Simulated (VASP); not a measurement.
# In (I4/mmm) in VASP: relaxation of cell and atoms with PBE

Aim: the relaxation of cell and atoms of In with PBE.

Everything below comes from runs of VASP 6.6.1. Logs are shortened: lines on timing, memory, paths and dates and some standing lists are left out, and cuts for length are marked.

### 1 The cell of the first run

Symmetry: I4/mmm, No. 139, tetragonal system. The conventional cell has a = 3.251 Å, b = 3.251 Å, c = 4.947 Å, α = 90.00°, β = 90.00°, γ = 90.00°. Within 4.3 Å of In (site symmetry 4/mmm) lie 12 In at 3.25 to 3.38 Å.

### 2 Relaxation of cell and atoms, PBE

INCAR

```
SYSTEM = In
PREC = Accurate
ENCUT = 600
EDIFF = 1E-6
ISMEAR = 0
SIGMA = 0.1
LREAL = .False.
LASPH = .True.
NELM = 60
ALGO = Fast
ISIF = 3
LWAVE = .False.
LCHARG = .False.
GGA = PE
IBRION = 2
NSW = 100
EDIFFG = -0.005
```

KPOINTS

```
regular mesh
0
Gamma
  18 18 18
  0 0 0
```

POSCAR

```
In
1.0
   -1.6254700000      1.6254700000      2.4737000000
    1.6254700000     -1.6254700000      2.4737000000
    1.6254700000      1.6254700000     -2.4737000000
In
1
Direct
    0.0000000000      0.0000000000      0.0000000000
```

Potentials or basis: VASP PAW PBE potentials, release 64 (In_d).

Command:

```bash
$ cat potpaw_PBE.64/In_d/POTCAR > POTCAR
$ mpirun -np 1 vasp_std > vasp.out
```

OUTCAR:

```text
SYSTEM = In
   PREC = Accurate
   ENCUT = 600
   EDIFF = 1E-6
   ISMEAR = 0
   LREAL = .False.
   LASPH = .True.
   NELM = 60
   ISIF = 3
   GGA = PE
   IBRION = 2
   NSW = 100
   EDIFFG = -0.005

 ion  position               nearest neighbor table
   1  0.000  0.000  0.000-

  LATTYP: Found a body centered tetragonal cell.
 ALAT       =     3.2509400000
 C/A-ratio  =     1.5218367611

  Lattice vectors:

 A1 = (  -1.6254700000,   1.6254700000,   2.4737000000)
 A2 = (   1.6254700000,  -1.6254700000,   2.4737000000)
 A3 = (   1.6254700000,   1.6254700000,  -2.4737000000)

Analysis of symmetry for initial positions (statically):
=====================================================================
 Subroutine PRICEL returns:
 Original cell was already a primitive cell.

 Routine SETGRP: Setting up the symmetry group for a
 body centered tetragonal supercell.

 Subroutine GETGRP returns: Found 16 space group operations
 (whereof 16 operations were pure point group operations)
 out of a pool of 16 trial point group operations.

The static configuration has the point symmetry D_4h.

Analysis of symmetry for dynamics (positions and initial velocities):
=====================================================================
 Subroutine PRICEL returns:
 Original cell was already a primitive cell.

 Routine SETGRP: Setting up the symmetry group for a
 body centered tetragonal supercell.

 Subroutine GETGRP returns: Found 16 space group operations
 (whereof 16 operations were pure point group operations)
 out of a pool of 16 trial point group operations.

The dynamic configuration has the point symmetry D_4h.

 Subroutine INISYM returns: Found 16 space group operations
 (whereof 16 operations are pure point group operations),
 and found     1 'primitive' translations

----------------------------------------------------------------------------------------

                                     Primitive cell

  volume of cell :      26.1436

  direct lattice vectors                    reciprocal lattice vectors
    -1.625470000  1.625470000  2.473700000     0.000000000  0.307603339  0.202126369
     1.625470000 -1.625470000  2.473700000     0.307603339  0.000000000  0.202126369
     1.625470000  1.625470000 -2.473700000     0.307603339  0.307603339  0.000000000

  length of vectors
     3.376906444  3.376906444  3.376906444     0.368069129  0.368069129  0.435016814

  position of ions in fractional coordinates (direct lattice)
     0.000000000  0.000000000  0.000000000

  ion indices of the primitive-cell ions
   primitive index   ion index
                 1           1

----------------------------------------------------------------------------------------

 KPOINTS: regular mesh

Automatic generation of k-mesh.
 Grid dimensions read from file:
 generate k-points for:   18   18   18

 Generating k-lattice:

  Cartesian coordinates                     Fractional coordinates (reciprocal lattice)
     0.000000000  0.017089074  0.011229243     0.055555556  0.000000000 -0.000000000
     0.017089074  0.000000000  0.011229243     0.000000000  0.055555556 -0.000000000
     0.017089074  0.017089074  0.000000000     0.000000000  0.000000000  0.055555556

  Length of vectors
     0.020448285  0.020448285  0.024167601

  Shift w.r.t. Gamma in fractional coordinates (k-lattice)
     0.000000000  0.000000000  0.000000000

 Subroutine IBZKPT returns following result:
 ===========================================

 Found    480 irreducible k-points:

 Following reciprocal coordinates:
            Coordinates               Weight
  0.000000  0.000000  0.000000      1.000000
  0.055556  0.000000 -0.000000      8.000000
  0.111111  0.000000 -0.000000      8.000000
  0.166667  0.000000 -0.000000      8.000000
  0.222222  0.000000 -0.000000      8.000000
  0.277778  0.000000 -0.000000      8.000000
[... 16 lines left out ...]
 -0.277778  0.055556  0.000000     16.000000
 -0.222222  0.055556  0.000000     16.000000
 [... further k-points ...]
   k-points           NKPTS =    480   k-points in BZ     NKDIM =    480   number of bands    NBANDS=     10
   number of dos      NEDOS =    301   number of ions     NIONS =      1
   total plane-waves  NPLWV =  21952
   dimension x,y,z NGX =    28 NGY =   28 NGZ =   28
   dimension x,y,z NGXF=    56 NGYF=   56 NGZF=   56
   ions per type =               1
   NGX,Y,Z   is equivalent  to a cutoff of  13.78, 13.78, 13.78 a.u.
   NGXF,Y,Z  is equivalent  to a cutoff of  27.57, 27.57, 27.57 a.u.
 SYSTEM =  In
   PREC   = accura    normal or accurate (medium, high low for compatibility)
   ISTART =      0    job   : 0-new  1-cont  2-samecut
   ICHARG =      2    charge: 1-file 2-atom 10-const
   ISPIN  =      1    spin polarized calculation?
   LNONCOLLINEAR =      F non collinear calculations
   LSORBIT =      F    spin-orbit coupling
   LASPH  =      T    aspherical Exc in radial PAW
   ENCUT  =  600.0 eV  44.10 Ry    6.64 a.u.   6.74  6.74  6.74*2*pi/ulx,y,z
   NELM   =     60;   NELMIN=  2; NELMDL= -5     # of ELM steps
   EDIFF  = 0.1E-05   stopping-criterion for ELM
   LREAL  =      F    real-space projection
   EDIFFG = -.5E-02   stopping-criterion for IOM
   NSW    =    100    number of steps for IOM
   IBRION =      2    ionic relax: 0-MD 1-quasi-New 2-CG
   NFREE  =      1    steps in history (QN), initial steepest desc. (CG)
   ISIF   =      3    stress and relaxation
   ISYM   =      2    0-nonsym 1-usesym 2-fastsym
   POTIM  = 0.5000    time-step for ionic-motion
   TEBEG  =    0.0;   TEEND  =   0.0 temperature during run
   PSTRESS=    0.0 pullay stress
   NELECT =      13.0000    total number of electrons
   NUPDOWN=      -1.0000    fix difference up-down
   EMIN   =  10.00;   EMAX   =-10.00  energy-range for DOS
   EFERMI =   0.00;   METHOD = LEGACY
   ISMEAR =     0;   SIGMA  =   0.10  broadening in eV -4-tet -1-fermi 0-gaus
   EFERMI_NEDOS =   21; number of points for ismear=-14 and -15
   IALGO  =     68    algorithm
   IMIX   =      4    mixing-type and parameters
     AMIX     =   0.40;   BMIX     =  1.00
     AMIX_MAG =   1.60;   BMIX_MAG =  1.00
  volume/ion in A,a.u.               =      26.14       176.43
  Fermi-wavevector in a.u.,A,eV,Ry     =   1.296983  2.450943 22.887245  1.682165
  Thomas-Fermi vector in A             =   2.428405
   LORBIT       =      0    0 simple, 1 ext, 2 COOP (PROOUT), +10 PAW based schemes
   GGA     = PE    functional components
   LHFCALC =     F    Hartree Fock is set to
   AEXX    =    0.0000 exact exchange contribution
   IVDW    =     0    specifies the selected vdW correction
   LEPSILON=     F    determine dielectric tensor
   LRPA    =     F    only Hartree local field effects (RPA)
 conjugate gradient relaxation of ions
 non-spin polarized calculation
 RMM-DIIS sequential band-by-band and
 Gauss-broadening in eV      SIGMA  =   0.10
  energy-cutoff  :      600.00
  volume of cell :       26.14
 maximum number of plane-waves:       901
   NGX = 13   NGY = 13   NGZ = 13

--------------------------------------- Ionic step        1  -------------------------------------------

 number of electron      13.0000006 magnetization

 Free energy of the ion-electron system (eV)
  ---------------------------------------------------
  ext. energy  EPLUGINS =         0.00000000
  ---------------------------------------------------
  free energy    TOTEN  =        -2.55162798 eV

  energy without entropy =       -2.54899912  energy(sigma->0) =       -2.55031355

------------------------ aborting loop because EDIFF is reached ----------------------------------------

  FORCE on cell =-STRESS in cart. coord.  units (eV):
  Direction    XX          YY          ZZ          XY          YZ          ZX
  --------------------------------------------------------------------------------------
  -------------------------------------------------------------------------------------
  Total        0.3141271      0.3141271      0.3291076      0.0000000      0.0000000      0.0000000
  in kB       19.2509026     19.2509026     20.1689611      0.0000000      0.0000000      0.0000000
  external PRESSURE =      19.5569221 kB  Pullay stress =       0.0000000 kB
[... 86 lines left out ...]
  FREE ENERGIE OF THE ION-ELECTRON SYSTEM (eV)
  ---------------------------------------------------
  free  energy   TOTEN  =        -2.5598262039 eV

  energy  without entropy=       -2.5572345343  energy(sigma->0) =       -2.55853037

[... ionic steps 4 to 14 ...]

--------------------------------------- Ionic step       15  -------------------------------------------

 number of electron      12.9999997 magnetization

------------------------ aborting loop because EDIFF is reached ----------------------------------------

  FORCE on cell =-STRESS in cart. coord.  units (eV):
  Direction    XX          YY          ZZ          XY          YZ          ZX
  --------------------------------------------------------------------------------------
  -------------------------------------------------------------------------------------
  Total       -0.0104518     -0.0104518     -0.0127818      0.0000000      0.0000000     -0.0000000
  in kB       -0.6093867     -0.6093867     -0.7452325      0.0000000      0.0000000     -0.0000000
  external PRESSURE =      -0.6546686 kB  Pullay stress =       0.0000000 kB
[... 55 lines left out ...]
  energy  without entropy=       -2.5596760501  energy(sigma->0) =       -2.56084286

--------------------------------------- Ionic step       17  -------------------------------------------

 number of electron      12.9999997 magnetization

 Free energy of the ion-electron system (eV)
  ---------------------------------------------------
  ext. energy  EPLUGINS =         0.00000000
  ---------------------------------------------------
  free energy    TOTEN  =        -2.56201663 eV

  energy without entropy =       -2.55968135  energy(sigma->0) =       -2.56084899

 E-fermi :   6.9823     XC(G=0): -10.0249

 val. band max:        6.9780210447   @ k =  -0.3333   0.4444   0.1111
 cond. band min:       6.9843930869   @ k =   0.2778   0.2778   0.1111
 fundamental gap:      0.0063720422
 Fermi energy:         6.9823202050

 k-point     1 :       0.0000    0.0000    0.0000
  band No.  band energies     occupation
      1      -7.6068      2.00000
      2      -7.6039      2.00000
      3      -7.6039      2.00000
      4      -7.4571      2.00000
      5      -7.4536      2.00000
      6      -2.2314      2.00000
      7      17.1208      0.00000
      8      17.1208      0.00000
      9      17.1271      0.00000
     10      18.3979      0.00000
[... 287 lines left out ...]
 k-point    24 :      -0.2222    0.0556    0.0000
  band No.  band energies     occupation
      1      -7.6214      2.00000
      2      -7.5642      2.00000
      3      -7.5595      2.00000
      4      -7.4608      2.00000
      5      -7.4245      2.00000
      6      -1.2899      2.00000
      7      11.5068      0.00000
      8      15.2747      0.00000
      9      16.1606      0.00000
     10      18.2647      0.00000

 [... further k-points ...]

------------------------ aborting loop because EDIFF is reached ----------------------------------------

  FORCE on cell =-STRESS in cart. coord.  units (eV):
  Direction    XX          YY          ZZ          XY          YZ          ZX
  --------------------------------------------------------------------------------------
  -------------------------------------------------------------------------------------
  Total       -0.0003276     -0.0003276     -0.0028803      0.0000000     -0.0000000      0.0000000
  in kB       -0.0191088     -0.0191088     -0.1680304      0.0000000     -0.0000000      0.0000000
  external PRESSURE =      -0.0687493 kB  Pullay stress =       0.0000000 kB
[... 16 lines left out ...]
  FREE ENERGIE OF THE ION-ELECTRON SYSTEM (eV)
  ---------------------------------------------------
  free  energy   TOTEN  =        -2.5620166286 eV

  energy  without entropy=       -2.5596813546  energy(sigma->0) =       -2.56084899

 reached required accuracy - stopping structural energy minimisation
```

Run time: 13 min. Hardware: 1 thread of AMD EPYC 9R45 (Zen 5), shared host; peak memory 0.29 GiB.

Results:

```yaml
Free_energy: -2.5620 eV
Relaxed_volume: 27.46 Å³/atom
Relaxed_cell: a = 3.388 Å, b = 3.388 Å, c = 3.388 Å, α = 120.09°, β = 120.09°, γ = 89.85°
Space_group_after_relaxing_to_0.1_Å: Fm-3m (No. 225)
Energy_gained_by_relaxing: 10.4 meV/atom
Ionic_steps: 17
Pressure_after_relaxing: 0.0 GPa
Band_gap_on_the_k_mesh: zero (an odd number of electrons rules out a gap without spin polarisation)
```

The path:
```
step  energy change (eV)  largest force (eV/Å)  pressure (GPa)  volume (Å³)
   1              0.0000                0.0000            1.96        26.14
   2             -0.0081                0.0000            0.15        27.37
   3             -0.0082                0.0000            0.01        27.47
   4             -0.0082                0.0000            0.00        27.49
   5             -0.0082                0.0000            0.01        27.49
   6             -0.0083                0.0000            0.02        27.50
   7             -0.0084                0.0000           -0.01        27.51
   8             -0.0086                0.0000           -0.02        27.53
   9             -0.0096                0.0000           -0.10        27.57
  10             -0.0099                0.0000           -0.68        27.60
  11             -0.0103                0.0000           -0.07        27.59
  12             -0.0103                0.0000           -0.22        27.59
  13             -0.0103                0.0000           -0.14        27.59
  14             -0.0103                0.0000            0.15        27.35
  15             -0.0104                0.0000           -0.07        27.48
  16             -0.0104                0.0000            0.10        27.44
  17             -0.0104                0.0000           -0.01        27.46
```

Final structure:
```
CELL_PARAMETERS angstrom
-1.69181 1.69181 2.39884
1.69181 -1.69181 2.39884
1.69181 1.69181 -2.39884
ATOMIC_POSITIONS crystal
In 0.00000 0.00000 0.00000
```

Caveat: spin-orbit coupling is left out, which moves the levels of the heavy elements. Zero-point motion and thermal expansion aren't in these numbers.
